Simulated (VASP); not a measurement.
# Al3Ag (Pm-3m) in VASP: a series of runs

Al3Ag is run at these levels: LDA; tasks: single point.

All numbers are computed with VASP 6.6.1; they aren't measurements. Logs are shortened: lines on timing, memory, paths and dates and some standing lists are left out, and cuts for length are marked.

## (1) The cell of the first run

It takes space group Pm-3m (No. 221, cubic). Conventional cell: a = 4.135 Å, b = 4.135 Å, c = 4.135 Å, α = 90.00°, β = 90.00°, γ = 90.00°. Within 3.9 Å of Al (site symmetry 4/mmm) lie 8 Al at 2.92 Å and 4 Ag at 2.92 Å. Ag (site symmetry m-3m) has 12 Al at 2.92 Å within 3.9 Å.

## (2) Single point, LDA

The input, INCAR:

```
PREC = Accurate ; ENCUT = 520
EDIFF = 1E-6 ; ISMEAR = 1
SIGMA = 0.15 ; LREAL = False
LASPH = True ; NELM = 60
ALGO = Normal ; ISIF = 2
LWAVE = False ; LCHARG = False
NBANDS = 18
```

The input, KPOINTS:

```
regular mesh
0
Gamma
  6 6 6
```

The input, POSCAR:

```
Al3Ag
1.0
    4.1352202383      0.0000000000      0.0000000000
    0.0000000000      4.1352202383      0.0000000000
    0.0000000000      0.0000000000      4.1352202383
Al Ag
3 1
Direct
    0.0000000000      0.5000000000      0.5000000000
    0.5000000000      0.0000000000      0.5000000000
    0.5000000000      0.5000000000      0.0000000000
    0.0000000000      0.0000000000      0.0000000000
```

Potentials or basis: VASP PAW LDA potentials, release 64 (Al, Ag).

The run is started by

```console
cat potpaw_LDA.64/Al/POTCAR potpaw_LDA.64/Ag/POTCAR > POTCAR
mpirun -np 1 vasp_std > vasp.out
```

OUTCAR:

```text
PREC = Accurate
   ENCUT = 520
   EDIFF = 1E-6
   ISMEAR = 1
   LREAL = False
   LASPH = True
   NELM = 60
   ISIF = 2

 ion  position               nearest neighbor table
   1  0.000  0.500  0.500-   2 2.92   3 2.92   4 2.92   3 2.92   4 2.92   2 2.92   4 2.92   4 2.92
                             2 2.92   3 2.92   3 2.92   2 2.92
   2  0.500  0.000  0.500-   1 2.92   3 2.92   4 2.92   3 2.92   4 2.92   1 2.92   3 2.92   3 2.92
                             1 2.92   4 2.92   4 2.92   1 2.92
   3  0.500  0.500  0.000-   1 2.92   2 2.92   4 2.92   1 2.92   2 2.92   2 2.92   4 2.92   2 2.92
                             1 2.92   4 2.92   1 2.92   4 2.92
   4  0.000  0.000  0.000-   1 2.92   2 2.92   3 2.92   1 2.92   2 2.92   1 2.92   3 2.92   1 2.92
                             2 2.92   3 2.92   2 2.92   3 2.92

  LATTYP: Found a simple cubic cell.
 ALAT       =     4.1352202383

  Lattice vectors:

 A1 = (   4.1352202383,   0.0000000000,   0.0000000000)
 A2 = (   0.0000000000,   4.1352202383,   0.0000000000)
 A3 = (   0.0000000000,   0.0000000000,   4.1352202383)

Analysis of symmetry for initial positions (statically):
=====================================================================
 Subroutine PRICEL returns:
 Original cell was already a primitive cell.

 Routine SETGRP: Setting up the symmetry group for a
 simple cubic supercell.

 Subroutine GETGRP returns: Found 48 space group operations
 (whereof 48 operations were pure point group operations)
 out of a pool of 48 trial point group operations.

The static configuration has the point symmetry O_h .

Analysis of symmetry for dynamics (positions and initial velocities):
=====================================================================
 Subroutine PRICEL returns:
 Original cell was already a primitive cell.

 Routine SETGRP: Setting up the symmetry group for a
 simple cubic supercell.

 Subroutine GETGRP returns: Found 48 space group operations
 (whereof 48 operations were pure point group operations)
 out of a pool of 48 trial point group operations.

The dynamic configuration has the point symmetry O_h .

 Subroutine INISYM returns: Found 48 space group operations
 (whereof 48 operations are pure point group operations),
 and found     1 'primitive' translations

----------------------------------------------------------------------------------------

                                     Primitive cell

  volume of cell :      70.7125

  direct lattice vectors                    reciprocal lattice vectors
     4.135220238  0.000000000  0.000000000     0.241825088  0.000000000  0.000000000
     0.000000000  4.135220238  0.000000000     0.000000000  0.241825088  0.000000000
     0.000000000  0.000000000  4.135220238     0.000000000  0.000000000  0.241825088

  length of vectors
     4.135220238  4.135220238  4.135220238     0.241825088  0.241825088  0.241825088

  position of ions in fractional coordinates (direct lattice)
     0.000000000  0.500000000  0.500000000
     0.500000000  0.000000000  0.500000000
     0.500000000  0.500000000  0.000000000
     0.000000000  0.000000000  0.000000000

  ion indices of the primitive-cell ions
   primitive index   ion index
                 1           1
                 2           2
                 3           3
                 4           4

----------------------------------------------------------------------------------------

 KPOINTS: regular mesh

Automatic generation of k-mesh.
 Grid dimensions read from file:
 generate k-points for:    6    6    6

 Generating k-lattice:

  Cartesian coordinates                     Fractional coordinates (reciprocal lattice)
     0.040304181  0.000000000  0.000000000     0.166666667  0.000000000  0.000000000
     0.000000000  0.040304181  0.000000000     0.000000000  0.166666667  0.000000000
     0.000000000  0.000000000  0.040304181     0.000000000  0.000000000  0.166666667

  Length of vectors
     0.040304181  0.040304181  0.040304181

  Shift w.r.t. Gamma in fractional coordinates (k-lattice)
     0.000000000  0.000000000  0.000000000

 Subroutine IBZKPT returns following result:
 ===========================================

 Found     20 irreducible k-points:

 Following reciprocal coordinates:
            Coordinates               Weight
  0.000000  0.000000  0.000000      1.000000
  0.166667  0.000000  0.000000      6.000000
  0.333333  0.000000  0.000000      6.000000
  0.500000  0.000000  0.000000      3.000000
  0.166667  0.166667  0.000000     12.000000
  0.333333  0.166667  0.000000     24.000000
[... 12 lines left out ...]
  0.500000  0.500000  0.333333      6.000000
  0.500000  0.500000  0.500000      1.000000
   k-points           NKPTS =     20   k-points in BZ     NKDIM =     20   number of bands    NBANDS=     18
   number of dos      NEDOS =    301   number of ions     NIONS =      4
   total plane-waves  NPLWV =  32768
   dimension x,y,z NGX =    32 NGY =   32 NGZ =   32
   dimension x,y,z NGXF=    64 NGYF=   64 NGZF=   64
   ions per type =               3   1
   NGX,Y,Z   is equivalent  to a cutoff of  12.86, 12.86, 12.86 a.u.
   NGXF,Y,Z  is equivalent  to a cutoff of  25.73, 25.73, 25.73 a.u.
 SYSTEM =  unknown system
   PREC   = accura    normal or accurate (medium, high low for compatibility)
   ISTART =      0    job   : 0-new  1-cont  2-samecut
   ICHARG =      2    charge: 1-file 2-atom 10-const
   ISPIN  =      1    spin polarized calculation?
   LNONCOLLINEAR =      F non collinear calculations
   LSORBIT =      F    spin-orbit coupling
   LASPH  =      T    aspherical Exc in radial PAW
   ENCUT  =  520.0 eV  38.22 Ry    6.18 a.u.   7.69  7.69  7.69*2*pi/ulx,y,z
   NELM   =     60;   NELMIN=  2; NELMDL= -5     # of ELM steps
   EDIFF  = 0.1E-05   stopping-criterion for ELM
   LREAL  =      F    real-space projection
   EDIFFG = 0.1E-04   stopping-criterion for IOM
   NSW    =      0    number of steps for IOM
   IBRION =     -1    ionic relax: 0-MD 1-quasi-New 2-CG
   NFREE  =      0    steps in history (QN), initial steepest desc. (CG)
   ISIF   =      2    stress and relaxation
   ISYM   =      2    0-nonsym 1-usesym 2-fastsym
   POTIM  = 0.5000    time-step for ionic-motion
   TEBEG  =    0.0;   TEEND  =   0.0 temperature during run
   PSTRESS=    0.0 pullay stress
   NELECT =      20.0000    total number of electrons
   NUPDOWN=      -1.0000    fix difference up-down
   EMIN   =  10.00;   EMAX   =-10.00  energy-range for DOS
   EFERMI =   0.00;   METHOD = LEGACY
   ISMEAR =     1;   SIGMA  =   0.15  broadening in eV -4-tet -1-fermi 0-gaus
   EFERMI_NEDOS =   21; number of points for ismear=-14 and -15
   IALGO  =     38    algorithm
   IMIX   =      4    mixing-type and parameters
     AMIX     =   0.40;   BMIX     =  1.00
     AMIX_MAG =   1.60;   BMIX_MAG =  1.00
  volume/ion in A,a.u.               =      17.68       119.30
  Fermi-wavevector in a.u.,A,eV,Ry     =   1.074615  2.030728 15.711969  1.154797
  Thomas-Fermi vector in A             =   2.210448
   LORBIT       =      0    0 simple, 1 ext, 2 COOP (PROOUT), +10 PAW based schemes
   GGA     = CA    functional components
   LHFCALC =     F    Hartree Fock is set to
   AEXX    =    0.0000 exact exchange contribution
   IVDW    =     0    specifies the selected vdW correction
   LEPSILON=     F    determine dielectric tensor
   LRPA    =     F    only Hartree local field effects (RPA)
 non-spin polarized calculation
 Methfessel and Paxton  Order N= 1 SIGMA  =   0.15
  energy-cutoff  :      520.00
  volume of cell :       70.71
 maximum number of plane-waves:      1935
 NGX is ok and might be reduce to    32
   NGX = 15   NGY = 15   NGZ = 15

 number of electron      20.0000002 magnetization

 Free energy of the ion-electron system (eV)
  ---------------------------------------------------
  ext. energy  EPLUGINS =         0.00000000
  ---------------------------------------------------
  free energy    TOTEN  =       -16.05398535 eV

  energy without entropy =      -16.05531060  energy(sigma->0) =      -16.05442710

 E-fermi :   7.6717     XC(G=0): -10.6603

 val. band max:        7.6257291753   @ k =   0.3333   0.3333   0.0000
 cond. band min:       7.6754153761   @ k =   0.1667   0.0000   0.0000
 fundamental gap:      0.0496862008
 Fermi energy:         7.6716668156

 k-point     1 :       0.0000    0.0000    0.0000
  band No.  band energies     occupation
      1      -2.7301      2.00000
      2       1.6134      2.00000
      3       1.6134      2.00000
      4       2.2638      2.00000
      5       2.2638      2.00000
      6       2.2638      2.00000
[... 10 lines left out ...]
     17      14.5422      0.00000
     18      14.5619      0.00000

 k-point     2 :       0.1667    0.0000    0.0000
  band No.  band energies     occupation
      1      -2.4848      2.00000
      2       1.5428      2.00000
      3       1.6573      2.00000
      4       2.1676      2.00000
      5       2.1676      2.00000
      6       2.2715      2.00000
[... 10 lines left out ...]
     17      13.7578      0.00000
     18      13.7578      0.00000

 k-point     3 :       0.3333    0.0000    0.0000
  band No.  band energies     occupation
      1      -1.7626      2.00000
      2       0.8049      2.00000
      3       1.7480      2.00000
      4       2.0020      2.00000
      5       2.0020      2.00000
      6       2.2870      2.00000
[... 10 lines left out ...]
     17      14.4654      0.00000
     18      14.4654      0.00000

 k-point     4 :       0.5000    0.0000    0.0000
  band No.  band energies     occupation
      1      -0.7611      2.00000
      2      -0.4223      2.00000
      3       1.7950      2.00000
      4       1.9290      2.00000
      5       1.9290      2.00000
      6       2.2948      2.00000
[... 291 lines left out ...]
      4       2.1358      2.00000
      5       2.2027      2.00000
      6       2.7538      2.00000
[... 10 lines left out ...]
     17      16.6085      0.00000
     18      16.6584      0.00000

 k-point    19 :       0.5000    0.5000    0.3333
  band No.  band energies     occupation
      1       0.7856      2.00000
      2       1.1413      2.00000
      3       1.1413      2.00000
      4       2.2069      2.00000
      5       2.5161      2.00000
      6       3.2841      2.00000
[... 10 lines left out ...]
     17      17.2021      0.00000
     18      17.9687      0.00000

 k-point    20 :       0.5000    0.5000    0.5000
  band No.  band energies     occupation
      1       1.0722      2.00000
      2       1.0722      2.00000
      3       1.0722      2.00000
      4       2.5190      2.00000
      5       2.5190      2.00000
      6       3.1731      2.00000
[... 10 lines left out ...]
     17      17.9590      0.00000
     18      17.9590      0.00000

------------------------ aborting loop because EDIFF is reached ----------------------------------------

  FORCE on cell =-STRESS in cart. coord.  units (eV):
  Direction    XX          YY          ZZ          XY          YZ          ZX
  --------------------------------------------------------------------------------------
  -------------------------------------------------------------------------------------
  Total       -3.3991993     -3.3991993     -3.3991993      0.0000000     -0.0000000      0.0000000
  in kB      -77.0178295    -77.0178295    -77.0178295      0.0000000     -0.0000000      0.0000000
  external PRESSURE =     -77.0178295 kB  Pullay stress =       0.0000000 kB

 VOLUME and BASIS-vectors are now :
 -----------------------------------------------------------------------------
  energy-cutoff  :      520.00
  volume of cell :       70.71
      direct lattice vectors                 reciprocal lattice vectors
     4.135220238  0.000000000  0.000000000     0.241825088  0.000000000  0.000000000
     0.000000000  4.135220238  0.000000000     0.000000000  0.241825088  0.000000000
     0.000000000  0.000000000  4.135220238     0.000000000  0.000000000  0.241825088

 POSITION                                       TOTAL-FORCE (eV/Angst)
 -----------------------------------------------------------------------------------
      0.00000      2.06761      2.06761         0.000000      0.000000      0.000000
      2.06761      0.00000      2.06761         0.000000      0.000000      0.000000
      2.06761      2.06761      0.00000         0.000000      0.000000      0.000000
      0.00000      0.00000      0.00000         0.000000      0.000000      0.000000
 -----------------------------------------------------------------------------------
    total drift:                               -0.000000      0.000000      0.000000

  FREE ENERGIE OF THE ION-ELECTRON SYSTEM (eV)
  ---------------------------------------------------
  free  energy   TOTEN  =       -16.0539853513 eV

  energy  without entropy=      -16.0553106048  energy(sigma->0) =      -16.05442710
```

Run time: 16 s. Hardware: 1 thread of Intel Xeon Platinum 8375C at 2.90GHz (Ice Lake), shared host; peak memory 0.16 GiB.

What came out:

```
Free energy            : -16.0540 eV
Pressure               : -7.7 GPa
Band gap on the k mesh : zero (band 10 reaches 9.61 eV, above the bottom of band 11 at 5.22 eV)
```

## (3) Single point, LDA

This run uses another cell than the first one, of 18.36 Å³/atom, 1.038 times its volume.

The input, INCAR:

```
SYSTEM = Al3Ag
PREC = Accurate
ENCUT = 520
EDIFF = 1E-6
ISMEAR = 1
SIGMA = 0.15
LREAL = .False.
LASPH = .True.
NELM = 80
ALGO = Normal
ISIF = 2
LWAVE = .False.
LCHARG = .False.
GGA = CA
NBANDS = 18
```

The input, KPOINTS:

```
Automatic mesh
0
Gamma
  6 6 6
  0 0 0
```

The input, POSCAR:

```
Al3Ag
1.0
    4.1875703557      0.0000000000      0.0000000000
    0.0000000000      4.1875703557      0.0000000000
    0.0000000000      0.0000000000      4.1875703557
Al Ag
3 1
Direct
    0.0000000000      0.5000000000      0.5000000000
    0.5000000000      0.0000000000      0.5000000000
    0.5000000000      0.5000000000      0.0000000000
    0.0000000000      0.0000000000      0.0000000000
```

Potentials or basis: VASP PAW LDA potentials, release 64 (Al, Ag).

The run is started by

```console
cat potpaw_LDA.64/Al/POTCAR potpaw_LDA.64/Ag/POTCAR > POTCAR
mpirun -np 1 vasp_std > vasp.out
```

OUTCAR:

```text
SYSTEM = Al3Ag
   PREC = Accurate
   ENCUT = 520
   EDIFF = 1E-6
   ISMEAR = 1
   LREAL = .False.
   LASPH = .True.
   NELM = 80
   ISIF = 2
   GGA = CA

 ion  position               nearest neighbor table
   1  0.000  0.500  0.500-   2 2.96   3 2.96   4 2.96   3 2.96   4 2.96   2 2.96   4 2.96   4 2.96
                             2 2.96   3 2.96   3 2.96   2 2.96
   2  0.500  0.000  0.500-   1 2.96   3 2.96   4 2.96   3 2.96   4 2.96   1 2.96   3 2.96   3 2.96
                             1 2.96   4 2.96   4 2.96   1 2.96
   3  0.500  0.500  0.000-   1 2.96   2 2.96   4 2.96   1 2.96   2 2.96   2 2.96   4 2.96   2 2.96
                             1 2.96   4 2.96   1 2.96   4 2.96
   4  0.000  0.000  0.000-   1 2.96   2 2.96   3 2.96   1 2.96   2 2.96   1 2.96   3 2.96   1 2.96
[... 618 lines left out ...]
  Total       -4.2529135     -4.2529135     -4.2529135      0.0000000      0.0000000     -0.0000000
  in kB      -92.7920526    -92.7920526    -92.7920526      0.0000000      0.0000000     -0.0000000
  external PRESSURE =     -92.7920526 kB  Pullay stress =       0.0000000 kB

 VOLUME and BASIS-vectors are now :
 -----------------------------------------------------------------------------
  energy-cutoff  :      520.00
  volume of cell :       73.43
      direct lattice vectors                 reciprocal lattice vectors
     4.187570356  0.000000000  0.000000000     0.238801958  0.000000000  0.000000000
     0.000000000  4.187570356  0.000000000     0.000000000  0.238801958  0.000000000
     0.000000000  0.000000000  4.187570356     0.000000000  0.000000000  0.238801958

 POSITION                                       TOTAL-FORCE (eV/Angst)
 -----------------------------------------------------------------------------------
      0.00000      2.09379      2.09379         0.000000      0.000000      0.000000
      2.09379      0.00000      2.09379         0.000000      0.000000      0.000000
      2.09379      2.09379      0.00000         0.000000      0.000000      0.000000
      0.00000      0.00000      0.00000         0.000000      0.000000      0.000000
 -----------------------------------------------------------------------------------
    total drift:                               -0.000000      0.000000      0.000000

  FREE ENERGIE OF THE ION-ELECTRON SYSTEM (eV)
  ---------------------------------------------------
  free  energy   TOTEN  =       -15.9088299480 eV

  energy  without entropy=      -15.9081517527  energy(sigma->0) =      -15.90860388
```

It took 15 s on 1 thread of Intel Xeon Platinum 8375C at 2.90GHz (Ice Lake), shared host; peak memory 0.16 GiB.

What came out:

| Property | Result |
| --- | --- |
| Free energy | -15.9088 eV |
| Pressure | -9.3 GPa |
| Band gap on the k mesh | zero (band 10 reaches 9.07 eV, above the bottom of band 11 at 4.77 eV) |

Levels at points of the mesh, in eV from the Fermi level:
```tsv
k point	band 8	band 9	band 10	band 11	band 12	band 13
(0.00, 0.00, 0.00)	-2.18	-2.18	-0.16	-0.07	-0.07	4.89
(0.50, 0.00, 0.00)	0.25	0.29	0.29	0.30	0.30	0.95
(0.50, 0.50, 0.00)	-4.14	-3.99	1.08	2.76	2.77	2.77
(0.50, 0.50, 0.50)	-3.44	-3.44	-2.46	-2.46	-2.46	-1.92
```

(Continued in part 2 of 2.)
